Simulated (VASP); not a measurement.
# Mg2O (Pbcn) in VASP: single point with PBE

Aim: the single point of Mg2O with PBE.

All numbers are computed with VASP 6.6.1; they aren't measurements. Logs are shortened: lines on timing, memory, paths and dates and some standing lists are left out, and cuts for length are marked.

### Step 1. The cell of the first run

The structure is orthorhombic, space group Pbcn (No. 60). Conventional cell: a = 5.159 Å, b = 6.162 Å, c = 5.385 Å, α = 90.00°, β = 90.00°, γ = 90.00°. Within 2.8 Å of Mg (site symmetry 1) lie 3 O at 2.14 to 2.25 Å. Within 2.8 Å of O (site symmetry 2) lie 6 Mg at 2.14 to 2.25 Å.

### Step 2. Single point, PBE

File INCAR:

```
PREC     = Accurate       # precision mode
ENCUT    = 600            # plane-wave cutoff, eV
EDIFF    = 1E-6           # SCF threshold, eV
ISMEAR   = 0              # smearing method
SIGMA    = 0.2            # smearing width, eV
LREAL    = F              # projectors in reciprocal space
LASPH    = T              # aspherical terms in the spheres
NELM     = 120            # most SCF steps
ALGO     = Normal         # electronic algorithm
ISIF     = 2              # what is computed and relaxed
LWAVE    = F              # write WAVECAR
LCHARG   = T              # write CHGCAR
GGA      = PE             # functional
LELF     = T              # ELF
LVHAR    = T            
NBANDS   = 32             # bands
GGA_COMPAT= F
```

File KPOINTS:

```
regular mesh
0
Gamma
  3 3 3
```

File POSCAR:

```
Mg2O
1.0
    5.1587033967      0.0000000000      0.0000000000
    0.0000000000      6.1616841282      0.0000000000
    0.0000000000      0.0000000000      5.3850830252
Mg O
8 4
Direct
    0.2480416323      0.1233083148      0.9140176619
    0.7519583677      0.1233083148      0.5859823381
    0.2480416323      0.8766916852      0.4140176619
    0.7519583677      0.8766916852      0.0859823381
    0.7480416323      0.6233083148      0.5859823381
    0.2519583677      0.6233083148      0.9140176619
    0.2519583677      0.3766916852      0.4140176619
    0.7480416323      0.3766916852      0.0859823381
    0.0000000000      0.1157302738      0.2500000000
    0.0000000000      0.8842697262      0.7500000000
    0.5000000000      0.6157302738      0.2500000000
    0.5000000000      0.3842697262      0.7500000000
```

Potentials or basis: VASP PAW PBE potentials, release 64 (Mg, O).

On the command line:

```bash
$ cat potpaw_PBE.64/Mg/POTCAR potpaw_PBE.64/O/POTCAR > POTCAR
$ mpirun -np 1 vasp_std > vasp.out
```

OUTCAR:

```text
PREC = Accurate
   ENCUT = 600
   EDIFF = 1E-6
   ISMEAR = 0
   LREAL = F
   LASPH = T
   NELM = 120
   ISIF = 2
   GGA = PE

 ion  position               nearest neighbor table
   1  0.248  0.123  0.914-  10 2.14   9 2.22  12 2.25   6 3.08   6 3.08   3 3.09   3 3.09   2 3.11
                             7 3.11   7 3.11   4 3.12   2 3.14   4 3.15   8 3.15   8 3.15
   2  0.752  0.123  0.586-  10 2.14   9 2.22  12 2.25   5 3.08   5 3.08   4 3.09   4 3.09   1 3.11
                             8 3.11   8 3.11   3 3.12   1 3.14   3 3.15   7 3.15   7 3.15
   3  0.248  0.877  0.414-   9 2.14  10 2.22  11 2.25   7 3.08   7 3.08   1 3.09   1 3.09   4 3.11
                             6 3.11   6 3.11   2 3.12   4 3.14   2 3.15   5 3.15   5 3.15
   4  0.752  0.877  0.086-   9 2.14  10 2.22  11 2.25   8 3.08   8 3.08   2 3.09   2 3.09   3 3.11
                             5 3.11   5 3.11   1 3.12   3 3.14   1 3.15   6 3.15   6 3.15
   5  0.748  0.623  0.586-  12 2.14  11 2.22  10 2.25   2 3.08   2 3.08   8 3.09   8 3.09   6 3.11
                             4 3.11   4 3.11   7 3.12   6 3.14   7 3.15   3 3.15   3 3.15
   6  0.252  0.623  0.914-  12 2.14  11 2.22  10 2.25   1 3.08   1 3.08   7 3.09   7 3.09   5 3.11
                             3 3.11   3 3.11   8 3.12   5 3.14   8 3.15   4 3.15   4 3.15
   7  0.252  0.377  0.414-  11 2.14  12 2.22   9 2.25   3 3.08   3 3.08   6 3.09   6 3.09   8 3.11
                             1 3.11   1 3.11   5 3.12   8 3.14   5 3.15   2 3.15   2 3.15
   8  0.748  0.377  0.086-  11 2.14  12 2.22   9 2.25   4 3.08   4 3.08   5 3.09   5 3.09   7 3.11
                             2 3.11   2 3.11   6 3.12   7 3.14   6 3.15   1 3.15   1 3.15
   9  0.000  0.116  0.250-   3 2.14   4 2.14   1 2.22   2 2.22   7 2.25   8 2.25
  10  0.000  0.884  0.750-   1 2.14   2 2.14   3 2.22   4 2.22   5 2.25   6 2.25
  11  0.500  0.616  0.250-   7 2.14   8 2.14   5 2.22   6 2.22   3 2.25   4 2.25
  12  0.500  0.384  0.750-   5 2.14   6 2.14   7 2.22   8 2.22   1 2.25   2 2.25

  LATTYP: Found a simple orthorhombic cell.
 ALAT       =     5.1587033967
 B/A-ratio  =     1.0438830479
 C/A-ratio  =     1.1944249658

  Lattice vectors:

 A1 = (  -5.1587033967,   0.0000000000,   0.0000000000)
 A2 = (   0.0000000000,   0.0000000000,   5.3850830252)
 A3 = (   0.0000000000,   6.1616841282,   0.0000000000)

Analysis of symmetry for initial positions (statically):
=====================================================================
 Subroutine PRICEL returns:
 Original cell was already a primitive cell.

 Routine SETGRP: Setting up the symmetry group for a
 simple orthorhombic supercell.

 Subroutine GETGRP returns: Found  8 space group operations
 (whereof  2 operations were pure point group operations)
 out of a pool of  8 trial point group operations.

The static configuration has the point symmetry S_2 .
 The point group associated with its full space group is D_2h.

Analysis of symmetry for dynamics (positions and initial velocities):
=====================================================================
 Subroutine PRICEL returns:
 Original cell was already a primitive cell.

 Routine SETGRP: Setting up the symmetry group for a
 simple orthorhombic supercell.

 Subroutine GETGRP returns: Found  8 space group operations
 (whereof  2 operations were pure point group operations)
 out of a pool of  8 trial point group operations.

The dynamic configuration has the point symmetry S_2 .
 The point group associated with its full space group is D_2h.

 Subroutine INISYM returns: Found  8 space group operations
 (whereof  2 operations are pure point group operations),
 and found     1 'primitive' translations

----------------------------------------------------------------------------------------

                                     Primitive cell

  volume of cell :     171.1719

  direct lattice vectors                    reciprocal lattice vectors
     5.158703397  0.000000000  0.000000000     0.193847159  0.000000000  0.000000000
     0.000000000  6.161684128  0.000000000     0.000000000  0.162293292  0.000000000
     0.000000000  0.000000000  5.385083025     0.000000000  0.000000000  0.185698158

  length of vectors
     5.158703397  6.161684128  5.385083025     0.193847159  0.162293292  0.185698158

  position of ions in fractional coordinates (direct lattice)
     0.248041632  0.123308315  0.914017662
     0.751958368  0.123308315  0.585982338
     0.248041632  0.876691685  0.414017662
[... 37 lines left out ...]
     0.000000000  0.054097764  0.000000000     0.000000000  0.333333333  0.000000000
     0.000000000  0.000000000  0.061899386     0.000000000  0.000000000  0.333333333

  Length of vectors
     0.064615720  0.054097764  0.061899386

  Shift w.r.t. Gamma in fractional coordinates (k-lattice)
     0.000000000  0.000000000  0.000000000

 Subroutine IBZKPT returns following result:
 ===========================================

 Found      8 irreducible k-points:

 Following reciprocal coordinates:
            Coordinates               Weight
  0.000000  0.000000  0.000000      1.000000
  0.333333  0.000000  0.000000      2.000000
  0.000000  0.333333  0.000000      2.000000
  0.333333  0.333333  0.000000      4.000000
  0.000000  0.000000  0.333333      2.000000
  0.333333  0.000000  0.333333      4.000000
  0.000000  0.333333  0.333333      4.000000
  0.333333  0.333333  0.333333      8.000000
   k-points           NKPTS =      8   k-points in BZ     NKDIM =      8   number of bands    NBANDS=     32
   number of dos      NEDOS =    301   number of ions     NIONS =     12
   total plane-waves  NPLWV = 100800
   dimension x,y,z NGX =    42 NGY =   50 NGZ =   48
   dimension x,y,z NGXF=    84 NGYF=  100 NGZF=   96
   ions per type =               8   4
   NGX,Y,Z   is equivalent  to a cutoff of  13.54, 13.49, 14.82 a.u.
   NGXF,Y,Z  is equivalent  to a cutoff of  27.07, 26.98, 29.64 a.u.
 SYSTEM =  unknown system
   PREC   = accura    normal or accurate (medium, high low for compatibility)
   ISTART =      0    job   : 0-new  1-cont  2-samecut
   ICHARG =      2    charge: 1-file 2-atom 10-const
   ISPIN  =      1    spin polarized calculation?
   LNONCOLLINEAR =      F non collinear calculations
   LSORBIT =      F    spin-orbit coupling
   LASPH  =      T    aspherical Exc in radial PAW
   ENCUT  =  600.0 eV  44.10 Ry    6.64 a.u.  10.30 12.31 10.76*2*pi/ulx,y,z
   NELM   =    120;   NELMIN=  2; NELMDL= -5     # of ELM steps
   EDIFF  = 0.1E-05   stopping-criterion for ELM
   LREAL  =      F    real-space projection
   EDIFFG = 0.1E-04   stopping-criterion for IOM
   NSW    =      0    number of steps for IOM
   IBRION =     -1    ionic relax: 0-MD 1-quasi-New 2-CG
   NFREE  =      0    steps in history (QN), initial steepest desc. (CG)
   ISIF   =      2    stress and relaxation
   ISYM   =      2    0-nonsym 1-usesym 2-fastsym
   POTIM  = 0.5000    time-step for ionic-motion
   TEBEG  =    0.0;   TEEND  =   0.0 temperature during run
   PSTRESS=    0.0 pullay stress
   NELECT =      40.0000    total number of electrons
   NUPDOWN=      -1.0000    fix difference up-down
   EMIN   =  10.00;   EMAX   =-10.00  energy-range for DOS
   EFERMI =   0.00;   METHOD = LEGACY
   ISMEAR =     0;   SIGMA  =   0.20  broadening in eV -4-tet -1-fermi 0-gaus
   EFERMI_NEDOS =   21; number of points for ismear=-14 and -15
   IALGO  =     38    algorithm
   IMIX   =      4    mixing-type and parameters
     AMIX     =   0.40;   BMIX     =  1.00
     AMIX_MAG =   1.60;   BMIX_MAG =  1.00
  volume/ion in A,a.u.               =      14.26        96.26
  Fermi-wavevector in a.u.,A,eV,Ry     =   1.008364  1.905532 13.834378  1.016798
  Thomas-Fermi vector in A             =   2.141226
   LORBIT       =      0    0 simple, 1 ext, 2 COOP (PROOUT), +10 PAW based schemes
   GGA     = PE    functional components
   LHFCALC =     F    Hartree Fock is set to
   AEXX    =    0.0000 exact exchange contribution
   IVDW    =     0    specifies the selected vdW correction
   LEPSILON=     F    determine dielectric tensor
   LRPA    =     F    only Hartree local field effects (RPA)
 non-spin polarized calculation
 Gauss-broadening in eV      SIGMA  =   0.20
  energy-cutoff  :      600.00
  volume of cell :      171.17
 maximum number of plane-waves:      5724
 NGX is ok and might be reduce to    42
   NGX = 21   NGY = 25   NGZ = 21

 number of electron      39.9999995 magnetization

 Free energy of the ion-electron system (eV)
  ---------------------------------------------------
  ext. energy  EPLUGINS =         0.00000000
  ---------------------------------------------------
  free energy    TOTEN  =       -48.31155610 eV

  energy without entropy =      -48.25210986  energy(sigma->0) =      -48.28183298

 E-fermi :   4.6270     XC(G=0):  -9.6154

 val. band max:        4.5985565640   @ k =   0.3333   0.0000   0.0000
 cond. band min:       4.7121576898   @ k =   0.3333   0.3333   0.0000
 fundamental gap:      0.1136011258
 Fermi energy:         4.6269655709

 k-point     1 :       0.0000    0.0000    0.0000
  band No.  band energies     occupation
      1     -15.0766      2.00000
      2     -14.8617      2.00000
      3     -14.5990      2.00000
      4     -14.5857      2.00000
      5      -2.2990      2.00000
      6      -1.8998      2.00000
[... 269 lines left out ...]
     31      10.1478      0.00000
     32      10.8546      0.00000

------------------------ aborting loop because EDIFF is reached ----------------------------------------

  FORCE on cell =-STRESS in cart. coord.  units (eV):
  Direction    XX          YY          ZZ          XY          YZ          ZX
  --------------------------------------------------------------------------------------
  -------------------------------------------------------------------------------------
  Total       -0.6611687      0.0692123     -0.0207331      0.0000000      0.0000000     -0.0000000
  in kB       -6.1885721      0.6478305     -0.1940626      0.0000000      0.0000000     -0.0000000
  external PRESSURE =      -1.9116014 kB  Pullay stress =       0.0000000 kB

 VOLUME and BASIS-vectors are now :
 -----------------------------------------------------------------------------
  energy-cutoff  :      600.00
  volume of cell :      171.17
      direct lattice vectors                 reciprocal lattice vectors
     5.158703397  0.000000000  0.000000000     0.193847159  0.000000000  0.000000000
     0.000000000  6.161684128  0.000000000     0.000000000  0.162293292  0.000000000
     0.000000000  0.000000000  5.385083025     0.000000000  0.000000000  0.185698158

 POSITION                                       TOTAL-FORCE (eV/Angst)
 -----------------------------------------------------------------------------------
      1.27957      0.75979      4.92206         0.008412     -0.008605      0.043323
      3.87913      0.75979      3.15556        -0.008412     -0.008605     -0.043323
      1.27957      5.40190      2.22952         0.008412      0.008605      0.043323
      3.87913      5.40190      0.46302        -0.008412      0.008605     -0.043323
      3.85892      3.84063      3.15556         0.008412     -0.008605     -0.043323
      1.29978      3.84063      4.92206        -0.008412     -0.008605      0.043323
      1.29978      2.32106      2.22952        -0.008412      0.008605      0.043323
      3.85892      2.32106      0.46302         0.008412      0.008605     -0.043323
      0.00000      0.71309      1.34627         0.000000     -0.027456     -0.000000
      0.00000      5.44859      4.03881        -0.000000      0.027456      0.000000
      2.57935      3.79394      1.34627         0.000000     -0.027456      0.000000
      2.57935      2.36775      4.03881        -0.000000      0.027456     -0.000000
 -----------------------------------------------------------------------------------
    total drift:                                0.000000     -0.000000      0.000000

  FREE ENERGIE OF THE ION-ELECTRON SYSTEM (eV)
  ---------------------------------------------------
  free  energy   TOTEN  =       -48.3115560974 eV

  energy  without entropy=      -48.2521098618  energy(sigma->0) =      -48.28183298
```

It took 33 s on 1 thread of Intel Xeon 6975P-C (Granite Rapids), shared host; peak memory 0.31 GiB.

What came out:

```
Free energy            : -48.3116 eV
Pressure               : -0.2 GPa
Largest force          : 0.045 eV/Å
Band gap on the k mesh : zero (bands 20 and 21 overlap by 0.22 eV)
```

Forces in eV/Å, atoms in the order of the input:
```
Mg   0.008 -0.009  0.043
Mg  -0.008 -0.009 -0.043
Mg   0.008  0.009  0.043
Mg  -0.008  0.009 -0.043
Mg   0.008 -0.009 -0.043
Mg  -0.008 -0.009  0.043
Mg  -0.008  0.009  0.043
Mg   0.008  0.009 -0.043
O    0.000 -0.027  0.000
O    0.000  0.027  0.000
O    0.000 -0.027  0.000
O    0.000  0.027  0.000
```

Stress tensor (GPa, compression positive):
```
-0.62  0.00  0.00
 0.00  0.06  0.00
 0.00  0.00 -0.02
```

Caveat: the k points lie up to 0.41 Å⁻¹ apart; semilocal functionals underestimate gaps, so a narrow gap can read as zero.
